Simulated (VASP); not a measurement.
# Mo (Im-3m) in VASP: further runs

The runs below take Mo through single point, with PBEsol.

All numbers are computed with VASP 6.6.1; they aren't measurements. Logs are shortened: lines on timing, memory, paths and dates and some standing lists are left out, and cuts for length are marked.

### 1 The cell of the first run

Symmetry: Im-3m, No. 229, cubic system. The conventional cell has a = 3.147 Å, b = 3.147 Å, c = 3.147 Å, α = 90.00°, β = 90.00°, γ = 90.00°. Within 3.6 Å of Mo (site symmetry m-3m) lie 14 Mo at 2.73 to 3.15 Å.

### 2 Single point, PBEsol

INCAR reads:

```
ALGO = Normal
EDIFF = 1E-6
ENCUT = 520
GGA = PS
ISIF = 2
ISMEAR = 0
LASPH = T
LCHARG = F
LREAL = F
LWAVE = F
NBANDS = 13
NELM = 60
PREC = Accurate
SIGMA = 0.1
```

KPOINTS reads:

```
k-points
0
Gamma
  8 8 8
```

POSCAR reads:

```
Mo
1.0
   -1.5734150000      1.5734150000      1.5734150000
    1.5734150000     -1.5734150000      1.5734150000
    1.5734150000      1.5734150000     -1.5734150000
Mo
1
Direct
    0.0000000000      0.0000000000      0.0000000000
```

Potentials or basis: VASP PAW PBE potentials, release 64 (Mo_sv).

Command:

```sh
> cat potpaw_PBE.64/Mo_sv/POTCAR > POTCAR
> mpirun -np 1 vasp_std > vasp.out
```

OUTCAR:

```text
EDIFF = 1E-6
   ENCUT = 520
   GGA = PS
   ISIF = 2
   ISMEAR = 0
   LASPH = T
   LREAL = F
   NELM = 60
   PREC = Accurate

 ion  position               nearest neighbor table
   1  0.000  0.000  0.000-

  LATTYP: Found a body centered cubic cell.
 ALAT       =     3.1468300000

  Lattice vectors:

 A1 = (  -1.5734150000,   1.5734150000,   1.5734150000)
 A2 = (   1.5734150000,  -1.5734150000,   1.5734150000)
 A3 = (   1.5734150000,   1.5734150000,  -1.5734150000)

Analysis of symmetry for initial positions (statically):
=====================================================================
 Subroutine PRICEL returns:
 Original cell was already a primitive cell.

 Routine SETGRP: Setting up the symmetry group for a
 body centered cubic supercell.

 Subroutine GETGRP returns: Found 48 space group operations
 (whereof 48 operations were pure point group operations)
 out of a pool of 48 trial point group operations.

The static configuration has the point symmetry O_h .

Analysis of symmetry for dynamics (positions and initial velocities):
=====================================================================
 Subroutine PRICEL returns:
 Original cell was already a primitive cell.

 Routine SETGRP: Setting up the symmetry group for a
 body centered cubic supercell.

 Subroutine GETGRP returns: Found 48 space group operations
 (whereof 48 operations were pure point group operations)
 out of a pool of 48 trial point group operations.

The dynamic configuration has the point symmetry O_h .

 Subroutine INISYM returns: Found 48 space group operations
 (whereof 48 operations are pure point group operations),
 and found     1 'primitive' translations

----------------------------------------------------------------------------------------

                                     Primitive cell

  volume of cell :      15.5808

  direct lattice vectors                    reciprocal lattice vectors
    -1.573415000  1.573415000  1.573415000     0.000000000  0.317780115  0.317780115
     1.573415000 -1.573415000  1.573415000     0.317780115  0.000000000  0.317780115
     1.573415000  1.573415000 -1.573415000     0.317780115  0.317780115  0.000000000

  length of vectors
     2.725234721  2.725234721  2.725234721     0.449408949  0.449408949  0.449408949

  position of ions in fractional coordinates (direct lattice)
     0.000000000  0.000000000  0.000000000

  ion indices of the primitive-cell ions
   primitive index   ion index
                 1           1

----------------------------------------------------------------------------------------

 KPOINTS: k-points

Automatic generation of k-mesh.
 Grid dimensions read from file:
 generate k-points for:    8    8    8

 Generating k-lattice:

  Cartesian coordinates                     Fractional coordinates (reciprocal lattice)
     0.000000000  0.039722514  0.039722514     0.125000000  0.000000000  0.000000000
     0.039722514  0.000000000  0.039722514     0.000000000  0.125000000  0.000000000
     0.039722514  0.039722514  0.000000000     0.000000000  0.000000000  0.125000000

  Length of vectors
     0.056176119  0.056176119  0.056176119

  Shift w.r.t. Gamma in fractional coordinates (k-lattice)
     0.000000000  0.000000000  0.000000000

 Subroutine IBZKPT returns following result:
 ===========================================

 Found     29 irreducible k-points:

 Following reciprocal coordinates:
            Coordinates               Weight
  0.000000  0.000000  0.000000      1.000000
  0.125000  0.000000  0.000000     12.000000
  0.250000  0.000000  0.000000     12.000000
  0.375000  0.000000  0.000000     12.000000
  0.500000  0.000000  0.000000      6.000000
  0.125000  0.125000  0.000000     24.000000
[... 16 lines left out ...]
 -0.250000  0.250000  0.250000      6.000000
 -0.375000  0.375000  0.250000     24.000000
 [... further k-points ...]
   k-points           NKPTS =     29   k-points in BZ     NKDIM =     29   number of bands    NBANDS=     13
   number of dos      NEDOS =    301   number of ions     NIONS =      1
   total plane-waves  NPLWV =   8000
   dimension x,y,z NGX =    20 NGY =   20 NGZ =   20
   dimension x,y,z NGXF=    40 NGYF=   40 NGZF=   40
   ions per type =               1
   NGX,Y,Z   is equivalent  to a cutoff of  12.20, 12.20, 12.20 a.u.
   NGXF,Y,Z  is equivalent  to a cutoff of  24.40, 24.40, 24.40 a.u.
 SYSTEM =  unknown system
   PREC   = accura    normal or accurate (medium, high low for compatibility)
   ISTART =      0    job   : 0-new  1-cont  2-samecut
   ICHARG =      2    charge: 1-file 2-atom 10-const
   ISPIN  =      1    spin polarized calculation?
   LNONCOLLINEAR =      F non collinear calculations
   LSORBIT =      F    spin-orbit coupling
   LASPH  =      T    aspherical Exc in radial PAW
   ENCUT  =  520.0 eV  38.22 Ry    6.18 a.u.   5.07  5.07  5.07*2*pi/ulx,y,z
   NELM   =     60;   NELMIN=  2; NELMDL= -5     # of ELM steps
   EDIFF  = 0.1E-05   stopping-criterion for ELM
   LREAL  =      F    real-space projection
   EDIFFG = 0.1E-04   stopping-criterion for IOM
   NSW    =      0    number of steps for IOM
   IBRION =     -1    ionic relax: 0-MD 1-quasi-New 2-CG
   NFREE  =      0    steps in history (QN), initial steepest desc. (CG)
   ISIF   =      2    stress and relaxation
   ISYM   =      2    0-nonsym 1-usesym 2-fastsym
   POTIM  = 0.5000    time-step for ionic-motion
   TEBEG  =    0.0;   TEEND  =   0.0 temperature during run
   PSTRESS=    0.0 pullay stress
   NELECT =      14.0000    total number of electrons
   NUPDOWN=      -1.0000    fix difference up-down
   EMIN   =  10.00;   EMAX   =-10.00  energy-range for DOS
   EFERMI =   0.00;   METHOD = LEGACY
   ISMEAR =     0;   SIGMA  =   0.10  broadening in eV -4-tet -1-fermi 0-gaus
   EFERMI_NEDOS =   21; number of points for ismear=-14 and -15
   IALGO  =     38    algorithm
   IMIX   =      4    mixing-type and parameters
     AMIX     =   0.40;   BMIX     =  1.00
     AMIX_MAG =   1.60;   BMIX_MAG =  1.00
  volume/ion in A,a.u.               =      15.58       105.14
  Fermi-wavevector in a.u.,A,eV,Ry     =   1.579747  2.985289 33.954710  2.495601
  Thomas-Fermi vector in A             =   2.680079
   LORBIT       =      0    0 simple, 1 ext, 2 COOP (PROOUT), +10 PAW based schemes
   GGA     = PS    functional components
   LHFCALC =     F    Hartree Fock is set to
   AEXX    =    0.0000 exact exchange contribution
   IVDW    =     0    specifies the selected vdW correction
   LEPSILON=     F    determine dielectric tensor
   LRPA    =     F    only Hartree local field effects (RPA)
 non-spin polarized calculation
 Gauss-broadening in eV      SIGMA  =   0.10
  energy-cutoff  :      520.00
  volume of cell :       15.58
 maximum number of plane-waves:       429
   NGX = 11   NGY = 11   NGZ = 11

 number of electron      14.0000001 magnetization

 Free energy of the ion-electron system (eV)
  ---------------------------------------------------
  ext. energy  EPLUGINS =         0.00000000
  ---------------------------------------------------
  free energy    TOTEN  =       -11.75423195 eV

  energy without entropy =      -11.74982171  energy(sigma->0) =      -11.75202683

 E-fermi :  12.3823     XC(G=0): -13.5481

 val. band max:       12.3687177382   @ k =  -0.2500   0.2500   0.1250
 cond. band min:      12.5007361972   @ k =   0.3750   0.0000   0.0000
 fundamental gap:      0.1320184590
 Fermi energy:        12.3823125452

 k-point     1 :       0.0000    0.0000    0.0000
  band No.  band energies     occupation
      1     -48.6844      2.00000
      2     -21.9635      2.00000
      3     -21.9635      2.00000
      4     -21.9635      2.00000
      5       5.2210      2.00000
      6      11.1403      2.00000
      7      11.1403      2.00000
      8      11.1403      2.00000
      9      14.1662      0.00000
     10      14.1662      0.00000
     11      27.3306      0.00000
     12      27.3306      0.00000
     13      27.3306      0.00000

 k-point     2 :       0.1250    0.0000    0.0000
  band No.  band energies     occupation
      1     -48.6455      2.00000
      2     -22.1853      2.00000
      3     -22.0320      2.00000
      4     -21.9652      2.00000
      5       5.8850      2.00000
      6      10.7730      2.00000
      7      11.0480      2.00000
      8      11.7862      2.00000
      9      13.7285      0.00000
     10      14.1846      0.00000
     11      27.7522      0.00000
     12      28.4748      0.00000
     13      28.4950      0.00000

 k-point     3 :       0.2500    0.0000    0.0000
  band No.  band energies     occupation
      1     -48.5507      2.00000
      2     -22.7008      2.00000
      3     -22.1945      2.00000
      4     -21.9694      2.00000
      5       7.2021      2.00000
      6       9.9977      2.00000
      7      10.9323      2.00000
      8      13.5790      0.00000
      9      13.6399      0.00000
     10      14.3286      0.00000
     11      27.3249      0.00000
     12      28.7375      0.00000
     13      31.5084      0.00000
[... 305 lines left out ...]
 k-point    23 :      -0.2500    0.2500    0.2500
  band No.  band energies     occupation
      1     -48.4364      2.00000
      2     -22.7283      2.00000
      3     -22.4456      2.00000
      4     -22.4456      2.00000
      5       8.7315      2.00000
      6       9.7996      2.00000
      7      11.8876      2.00000
      8      11.8876      2.00000
      9      13.3926      0.00000
     10      15.9422      0.00000
     11      27.7149      0.00000
     12      30.8857      0.00000
     13      31.2057      0.00000

 k-point    24 :      -0.3750    0.3750    0.2500
  band No.  band energies     occupation
      1     -48.3543      2.00000
      2     -23.0218      2.00000
      3     -22.6171      2.00000
      4     -22.4882      2.00000
      5       8.5328      2.00000
      6       9.1059      2.00000
      7      11.8814      2.00000
      8      12.7184      0.00000
      9      15.4302      0.00000
     10      17.5134      0.00000
     11      26.3520      0.00000
     12      28.3917      0.00000
     13      29.4479      0.00000

 [... further k-points ...]

------------------------ aborting loop because EDIFF is reached ----------------------------------------

  FORCE on cell =-STRESS in cart. coord.  units (eV):
  Direction    XX          YY          ZZ          XY          YZ          ZX
  --------------------------------------------------------------------------------------
  -------------------------------------------------------------------------------------
  Total       -0.3264118     -0.3264118     -0.3264118      0.0000000      0.0000000     -0.0000000
  in kB      -33.5649953    -33.5649953    -33.5649953      0.0000000      0.0000000     -0.0000000
  external PRESSURE =     -33.5649953 kB  Pullay stress =       0.0000000 kB

 VOLUME and BASIS-vectors are now :
 -----------------------------------------------------------------------------
  energy-cutoff  :      520.00
  volume of cell :       15.58
      direct lattice vectors                 reciprocal lattice vectors
    -1.573415000  1.573415000  1.573415000     0.000000000  0.317780115  0.317780115
     1.573415000 -1.573415000  1.573415000     0.317780115  0.000000000  0.317780115
     1.573415000  1.573415000 -1.573415000     0.317780115  0.317780115  0.000000000

 POSITION                                       TOTAL-FORCE (eV/Angst)
 -----------------------------------------------------------------------------------
      0.00000      0.00000      0.00000        -0.000000      0.000000     -0.000000
 -----------------------------------------------------------------------------------
    total drift:                                0.000000     -0.000000      0.000000

  FREE ENERGIE OF THE ION-ELECTRON SYSTEM (eV)
  ---------------------------------------------------
  free  energy   TOTEN  =       -11.7542319534 eV

  energy  without entropy=      -11.7498217113  energy(sigma->0) =      -11.75202683
```

It took 2.3 s on 1 thread of Intel Xeon 6975P-C (Granite Rapids), shared host; peak memory 0.12 GiB.

What came out:

```
Free energy            : -11.7542 eV
Pressure               : -3.4 GPa
Band gap on the k mesh : zero (band 7 reaches 16.54 eV, above the bottom of band 8 at 11.14 eV)
```

Levels at points of the mesh, in eV from the Fermi level:
```
           k point  band 5  band 6  band 7  band 8  band 9  band 10
(0.00, 0.00, 0.00)   -7.16   -1.24   -1.24   -1.24    1.78     1.78
(0.50, 0.00, 0.00)   -5.24   -3.30    1.75    1.82    2.45     4.93
(0.50, 0.50, 0.50)   -5.36   -5.36    4.16    4.16    4.16     9.18
```

Caveat: the PAW data sets were made with another functional, which shifts forces and pressure a little.

### 3 Single point, PBEsol

This run uses another cell than the first one, of 15.32 Å³/atom, 0.983 times its volume.

INCAR reads:

```
PREC     = Accurate       # precision mode
ENCUT    = 520            # plane-wave cutoff, eV
EDIFF    = 1E-6           # SCF threshold, eV
ISMEAR   = 0              # smearing method
SIGMA    = 0.1            # smearing width, eV
LREAL    = False          # projectors in reciprocal space
LASPH    = True           # aspherical terms in the spheres
NELM     = 80             # most SCF steps
ALGO     = Normal         # electronic algorithm
ISIF     = 2              # what is computed and relaxed
LWAVE    = False          # write WAVECAR
LCHARG   = False          # write CHGCAR
GGA      = PS             # functional
NBANDS   = 13             # bands
```

KPOINTS reads:

```
Automatic mesh
0
Gamma
  18 18 18
```

POSCAR reads:

```
Mo
1.0
   -1.5646440664      1.5646440664      1.5646440664
    1.5646440664     -1.5646440664      1.5646440664
    1.5646440664      1.5646440664     -1.5646440664
Mo
1
Direct
    0.0000000000      0.0000000000      0.0000000000
```

Potentials or basis: VASP PAW PBE potentials, release 64 (Mo_sv).

Command:

```sh
> cat potpaw_PBE.64/Mo_sv/POTCAR > POTCAR
> mpirun -np 1 vasp_std > vasp.out
```

Wall time 9.8 s (1 thread of Intel Xeon 6975P-C (Granite Rapids), shared host); peak memory 0.15 GiB.

It converged, with:

- Free energy: -11.7780 eV
- Pressure: 0.6 GPa
- Band gap on the k mesh: zero (band 7 reaches 16.92 eV, above the bottom of band 8 at 11.38 eV)

Levels at points of the mesh, in eV from the Fermi level:
```tsv
k point	band 3	band 4	band 5	band 6	band 7	band 8	band 9	band 10	band 11	band 12
(0.00, 0.00, 0.00)	-34.46	-34.46	-7.37	-1.43	-1.43	-1.43	1.66	1.66	14.82	14.82
(0.50, 0.00, 0.00)	-34.93	-34.47	-5.49	-3.53	1.66	1.71	2.36	4.90	11.93	11.95
(0.50, 0.50, 0.50)	-35.49	-35.49	-5.64	-5.64	4.11	4.11	4.11	9.16	9.16	9.16
```

Caveat: the PAW data sets were made with another functional, which shifts forces and pressure a little.
